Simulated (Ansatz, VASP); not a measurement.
**GaP3: VASP beside Ansatz**

The input INCAR:

```
SYSTEM = GaP3
ALGO = Fast
EDIFF = 1E-7
EDIFFG = -0.01
ENCUT = 600
GGA = PE
IBRION = 2
ISIF = 3
ISMEAR = 0
LASPH = .True.
LCHARG = .False.
LREAL = .False.
LWAVE = .False.
NELM = 80
NSW = 100
PREC = Accurate
SIGMA = 0.1
```

Contents of KPOINTS:

```
k-points
0
Gamma
  12 12 12
  0 0 0
```

The input POSCAR:

```
GaP3
1.0
    4.0597117286      0.0000000000      0.0000000000
    0.0000000000      4.0597117286      0.0000000000
    0.0000000000      0.0000000000      4.0179835583
Ga P
1 3
Direct
    0.0000000000      0.0000000000      0.0000000000
    0.0000000000      0.5000000000      0.5000000000
    0.5000000000      0.0000000000      0.5000000000
    0.5000000000      0.5000000000      0.0000000000
```

Input for Ansatz:

```yaml
crystal:
  lattice:
    - [4.0597117286, 0.0, 0.0]
    - [0.0, 4.0597117286, 0.0]
    - [0.0, 0.0, 4.0179835583]
  atoms:
    - { symbol: Ga, position: [0.0, 0.0, 0.0] }
    - { symbol: P, position: [0.0, 0.5, 0.5] }
    - { symbol: P, position: [0.5, 0.0, 0.5] }
    - { symbol: P, position: [0.5, 0.5, 0.0] }
basis:
  ecutwfc: 420
kpoints:
  mp_grid: { grid: [12, 12, 12] }
hamiltonian:
  xc: pbe
scf:
  occupations: { method: gaussian, width: 0.1 }
output:
  forces: true
  stress: true
  eigenvalues: true
relax:
  adjacent_minimum: "off"
  f_tol: 0.01
  max_steps: 80
  cell: { stress_tol: 0.05 }
```

Alike in both runs: task relaxation of cell and atoms; functional PBE; k mesh 12 × 12 × 12; occupations gaussian, width 0.1 eV; no spin polarisation.

|  | VASP | Ansatz |
| --- | --- | --- |
| version | VASP 6.6.1 | Ansatz 0.2.0 |
| potentials or method | VASP PAW PBE potentials, release 64 (Ga_d, P), cutoff 600 eV | scalar-relativistic, plane waves, PAW |
| valence electrons in the cell | 28 | 28 |

```tsv
	VASP	Ansatz	Ansatz less VASP
gap on the k mesh at the Fermi level, each at its own relaxed structure (eV)	none	none	-
relaxed volume (Å³/atom)	15.92	15.39	-0.537
relaxed length of the cell vector where the two differ most in proportion (Å)	3.966	3.150	-0.8156
```

A gap of «none» marks a metal or a gap that the smearing closes.
